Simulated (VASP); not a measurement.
# NiS (P6_3/mmc) in VASP: a series of runs, part 2 of 2

VASP 6.6.1.

## 4. Single point, LDA, collinear spin, ferromagnetic start

The input, INCAR:

```
SYSTEM = NiS
PREC = Accurate
ENCUT = 520
EDIFF = 1E-6
ISMEAR = -1
SIGMA = 0.05
LREAL = .False.
LASPH = .True.
NELM = 150
ALGO = Normal
ISIF = 2
LWAVE = .False.
LCHARG = .False.
ISPIN = 2
MAGMOM = 1.5 1.5 0 0
LORBIT = 11
LMAXMIX = 4
GGA = CA
NBANDS = 28
```

The input, KPOINTS:

```
Automatic mesh
0
Gamma
  11 11 7
  0 0 0
```

The input, POSCAR:

```
NiS
1.0
    3.4250000000      0.0000000000      0.0000000000
   -1.7125000000      2.9661370080      0.0000000000
    0.0000000000      0.0000000000      5.3400000000
Ni S
2 2
Direct
    0.0000000000      0.0000000000      0.0000000000
    0.0000000000      0.0000000000      0.5000000000
    0.3333333333      0.6666666667      0.2500000000
    0.6666666667      0.3333333333      0.7500000000
```

Potentials or basis: VASP PAW LDA potentials, release 64 (Ni, S).

Command:

```console
$ cat potpaw_LDA.64/Ni/POTCAR potpaw_LDA.64/S/POTCAR > POTCAR
$ mpirun -np 1 vasp_std > vasp.out
```

OUTCAR:

```text
SYSTEM = NiS
   PREC = Accurate
   ENCUT = 520
   EDIFF = 1E-6
   ISMEAR = -1
   LREAL = .False.
   LASPH = .True.
   NELM = 150
   ISIF = 2
   ISPIN = 2
   LORBIT = 11
   GGA = CA

 ion  position               nearest neighbor table
   1  0.000  0.000  0.000-   3 2.39   4 2.39   4 2.39   3 2.39   4 2.39   3 2.39   2 2.67   2 2.67

   2  0.000  0.000  0.500-   3 2.39   4 2.39   4 2.39   3 2.39   4 2.39   3 2.39   1 2.67   1 2.67

   3  0.333  0.667  0.250-   1 2.39   2 2.39   1 2.39   2 2.39   1 2.39   2 2.39
   4  0.667  0.333  0.750-   1 2.39   2 2.39   1 2.39   2 2.39   1 2.39   2 2.39

  LATTYP: Found a hexagonal cell.
 ALAT       =     3.4250000000
 C/A-ratio  =     1.5591240876

  Lattice vectors:

 A1 = (   3.4250000000,   0.0000000000,   0.0000000000)
 A2 = (  -1.7125000000,   2.9661370080,   0.0000000000)
 A3 = (   0.0000000000,   0.0000000000,   5.3400000000)

Analysis of symmetry for initial positions (statically):
=====================================================================
 Subroutine PRICEL returns:
 Original cell was already a primitive cell.

 Routine SETGRP: Setting up the symmetry group for a
 hexagonal supercell.

 Subroutine GETGRP returns: Found 24 space group operations
 (whereof 12 operations were pure point group operations)
 out of a pool of 24 trial point group operations.

The static configuration has the point symmetry D_3d.
 The point group associated with its full space group is D_6h.

Analysis of symmetry for dynamics (positions and initial velocities):
=====================================================================
 Subroutine PRICEL returns:
 Original cell was already a primitive cell.

 Routine SETGRP: Setting up the symmetry group for a
 hexagonal supercell.

 Subroutine GETGRP returns: Found 24 space group operations
 (whereof 12 operations were pure point group operations)
 out of a pool of 24 trial point group operations.

The dynamic configuration has the point symmetry D_3d.
 The point group associated with its full space group is D_6h.

Analysis of structural, dynamic, and magnetic symmetry:
=====================================================================
 Subroutine PRICEL returns:
 Original cell was already a primitive cell.

 Routine SETGRP: Setting up the symmetry group for a
 hexagonal supercell.

 Subroutine GETGRP returns: Found 24 space group operations
 (whereof 12 operations were pure point group operations)
 out of a pool of 24 trial point group operations.

The overall configuration has the point symmetry D_3d.
 The point group associated with its full space group is D_6h.

 Subroutine INISYM returns: Found 24 space group operations
 (whereof 12 operations are pure point group operations),
 and found     1 'primitive' translations

----------------------------------------------------------------------------------------

                                     Primitive cell

  volume of cell :      54.2492

  direct lattice vectors                    reciprocal lattice vectors
     3.425000000  0.000000000  0.000000000     0.291970803  0.168569422  0.000000000
    -1.712500000  2.966137008  0.000000000     0.000000000  0.337138843  0.000000000
     0.000000000  0.000000000  5.340000000     0.000000000  0.000000000  0.187265918

  length of vectors
[... 80 lines left out ...]
   ISPIN  =      2    spin polarized calculation?
   LNONCOLLINEAR =      F non collinear calculations
   LSORBIT =      F    spin-orbit coupling
   LASPH  =      T    aspherical Exc in radial PAW
   ENCUT  =  520.0 eV  38.22 Ry    6.18 a.u.   6.37  6.37  9.93*2*pi/ulx,y,z
   NELM   =    150;   NELMIN=  2; NELMDL= -5     # of ELM steps
   EDIFF  = 0.1E-05   stopping-criterion for ELM
   LREAL  =      F    real-space projection
[... 7 lines left out ...]
   TEBEG  =    0.0;   TEEND  =   0.0 temperature during run
   PSTRESS=    0.0 pullay stress
   NELECT =      32.0000    total number of electrons
   NUPDOWN=      -1.0000    fix difference up-down
   EMIN   =  10.00;   EMAX   =-10.00  energy-range for DOS
   EFERMI =   0.00;   METHOD = LEGACY
   ISMEAR =    -1;   SIGMA  =   0.05  broadening in eV -4-tet -1-fermi 0-gaus
   EFERMI_NEDOS =   21; number of points for ismear=-14 and -15
   IALGO  =     38    algorithm
   IMIX   =      4    mixing-type and parameters
     AMIX     =   0.40;   BMIX     =  1.00
     AMIX_MAG =   1.60;   BMIX_MAG =  1.00
  volume/ion in A,a.u.               =      13.56        91.52
  Fermi-wavevector in a.u.,A,eV,Ry     =   1.372968  2.594534 25.647549  1.885042
  Thomas-Fermi vector in A             =   2.498527
   LORBIT       =     11    0 simple, 1 ext, 2 COOP (PROOUT), +10 PAW based schemes
   GGA     = CA    functional components
   LHFCALC =     F    Hartree Fock is set to
   AEXX    =    0.0000 exact exchange contribution
   IVDW    =     0    specifies the selected vdW correction
   LEPSILON=     F    determine dielectric tensor
   LRPA    =     F    only Hartree local field effects (RPA)
 spin polarized calculation
  energy-cutoff  :      520.00
  volume of cell :       54.25
 maximum number of plane-waves:      1478
 NGX is ok and might be reduce to    28
   NGX = 13   NGY = 13   NGZ = 19

 number of electron      31.9999985 magnetization      -0.0009731

 number of electron      31.9999985 magnetization       0.0004949

 Free energy of the ion-electron system (eV)
  ---------------------------------------------------
  ext. energy  EPLUGINS =         0.00000000
  ---------------------------------------------------
  free energy    TOTEN  =       -23.98203855 eV

  energy without entropy =      -23.95942360  energy(sigma->0) =      -23.97073108

 E-fermi :   8.3211     XC(G=0): -12.0424

 val. band max:        8.3175459584   @ k =   0.2727   0.2727   0.1429
 cond. band min:       8.3290418934   @ k =   0.0909  -0.0000   0.4286
 fundamental gap:      0.0114959349
 Fermi energy:         8.3210634413

 spin component 1

 k-point     1 :       0.0000    0.0000    0.0000
  band No.  band energies     occupation
      1      -7.2990      1.00000
      2      -5.0166      1.00000
      3       0.6398      1.00000
      4       3.6215      1.00000
      5       3.6215      1.00000
      6       5.2149      1.00000
[... 733 lines left out ...]
     27      19.7796      0.00000
     28      20.6208      0.00000

 [... further k-points ...]

 spin component 2

 k-point     1 :       0.0000    0.0000    0.0000
  band No.  band energies     occupation
      1      -7.2990      1.00000
      2      -5.0166      1.00000
      3       0.6399      1.00000
      4       3.6217      1.00000
      5       3.6217      1.00000
      6       5.2151      1.00000
[... 733 lines left out ...]
     27      19.7797      0.00000
     28      20.6209      0.00000

 [... further k-points ...]

------------------------ aborting loop because EDIFF is reached ----------------------------------------

  FORCE on cell =-STRESS in cart. coord.  units (eV):
  Direction    XX          YY          ZZ          XY          YZ          ZX
  --------------------------------------------------------------------------------------
  -------------------------------------------------------------------------------------
  Total       -3.6138622     -3.6138622     -5.3871835      0.0000000      0.0000000      0.0000000
  in kB     -106.7306449   -106.7306449   -159.1033460      0.0000000      0.0000000      0.0000000
  external PRESSURE =    -124.1882119 kB  Pullay stress =       0.0000000 kB

 VOLUME and BASIS-vectors are now :
 -----------------------------------------------------------------------------
  energy-cutoff  :      520.00
  volume of cell :       54.25
      direct lattice vectors                 reciprocal lattice vectors
     3.425000000  0.000000000  0.000000000     0.291970803  0.168569422  0.000000000
    -1.712500000  2.966137008  0.000000000     0.000000000  0.337138843  0.000000000
     0.000000000  0.000000000  5.340000000     0.000000000  0.000000000  0.187265918

 POSITION                                       TOTAL-FORCE (eV/Angst)
 -----------------------------------------------------------------------------------
      0.00000      0.00000      0.00000         0.000000     -0.000000     -0.000000
      0.00000      0.00000      2.67000         0.000000     -0.000000     -0.000000
     -0.00000      1.97742      1.33500         0.000000     -0.000000     -0.000000
      1.71250      0.98871      4.00500        -0.000000      0.000000      0.000000
 -----------------------------------------------------------------------------------
    total drift:                               -0.000000     -0.000000     -0.000000

  FREE ENERGIE OF THE ION-ELECTRON SYSTEM (eV)
  ---------------------------------------------------
  free  energy   TOTEN  =       -23.9820385491 eV

  energy  without entropy=      -23.9594236035  energy(sigma->0) =      -23.97073108

 total charge

# of ion       s       p       d       tot
------------------------------------------
    1        0.388   0.450   8.431   9.269
    2        0.388   0.450   8.431   9.269
    3        1.354   2.264   0.000   3.619
    4        1.354   2.264   0.000   3.619
--------------------------------------------------
tot          3.484   5.430  16.861  25.775

 magnetization (x)

# of ion       s       p       d       tot
------------------------------------------
    1        0.000   0.000   0.000   0.000
    2        0.000   0.000   0.000   0.000
    3        0.000   0.000   0.000   0.000
    4        0.000   0.000   0.000   0.000
--------------------------------------------------
tot          0.000   0.000   0.000   0.000
```

It took 1.8 min on 1 thread of Intel Xeon 6975P-C (Granite Rapids), shared host; peak memory 0.24 GiB.

Results:

| Property | Result |
| --- | --- |
| Free energy | -23.9820 eV |
| Pressure | -12.4 GPa |
| Band gap on the k mesh | zero (filled and empty bands overlap) |
| Net moment | 0.00 μB per cell |
| Valence electrons inside the program's atomic spheres | Ni 9.27; S 3.62 |

Stress tensor (GPa, compression positive):
```
-10.67   0.00   0.00
  0.00 -10.67   0.00
  0.00   0.00 -15.91
```

Levels at points of the mesh, in eV from the Fermi level:
Spin up:
```
           k point  band 13  band 14  band 15  band 16  band 17  band 18  band 19  band 20
(0.00, 0.00, 0.00)    -1.46    -1.46    -0.86    -0.41     1.55     1.55     3.70     4.27
```
Spin down:
```csv
k point,band 12,band 13,band 14,band 15,band 16,band 17,band 18,band 19,band 20,band 21
"(0.00, 0.00, 0.00)",-1.47,-1.46,-1.46,-0.86,-0.41,1.55,1.55,3.70,4.27,6.84
```

Caveat: the cell stands under tension. With open d or f shells a metallic result of LDA can be an artefact of self-interaction; +U or a hybrid may open a gap.

## 5. Single point, LDA, collinear spin, ferromagnetic start

The input, INCAR:

```
SYSTEM = NiS
ALGO = Normal
EDIFF = 1E-6
ENCUT = 520
ISIF = 2
ISMEAR = -1
ISPIN = 2
LASPH = .TRUE.
LCHARG = .TRUE.
LELF = .TRUE.
LMAXMIX = 4
LORBIT = 11
LREAL = .FALSE.
LVHAR = .TRUE.
LWAVE = .FALSE.
MAGMOM = 1.5 1.5 0 0
NBANDS = 28
NELM = 150
PREC = Accurate
SIGMA = 0.05
```

The input, KPOINTS:

```
k-points
0
G
  11 11 7
  0 0 0
```

POSCAR is that of step 4.

Command:

```console
$ cat potpaw_LDA.64/Ni/POTCAR potpaw_LDA.64/S/POTCAR > POTCAR
$ mpirun -np 1 vasp_std > vasp.out
```

Run time: 2 min. Hardware: 1 thread of Intel Xeon 6975P-C (Granite Rapids), shared host; peak memory 0.24 GiB.

It converged, with:

```
Free energy                                           : -23.9820 eV
Pressure                                              : -12.4 GPa
Band gap on the k mesh                                : zero (filled and empty bands overlap)
Net moment                                            : 0.00 μB per cell
Valence electrons inside the program's atomic spheres : Ni 9.27; S 3.62
```

Stress tensor (GPa, compression positive):
```
-10.67   0.00   0.00
  0.00 -10.67   0.00
  0.00   0.00 -15.91
```

Levels at points of the mesh, in eV from the Fermi level:
Spin up:
| k point | band 14 | band 15 | band 16 | band 17 | band 18 | band 19 |
| --- | --- | --- | --- | --- | --- | --- |
| (0.00, 0.00, 0.00) | -1.46 | -0.86 | -0.41 | 1.55 | 1.55 | 3.70 |
Spin down:
| k point | band 14 | band 15 | band 16 | band 17 | band 18 | band 19 |
| --- | --- | --- | --- | --- | --- | --- |
| (0.00, 0.00, 0.00) | -1.46 | -0.86 | -0.41 | 1.55 | 1.55 | 3.70 |

Caveat: the cell stands under tension. With open d or f shells a metallic result of LDA can be an artefact of self-interaction; +U or a hybrid may open a gap.
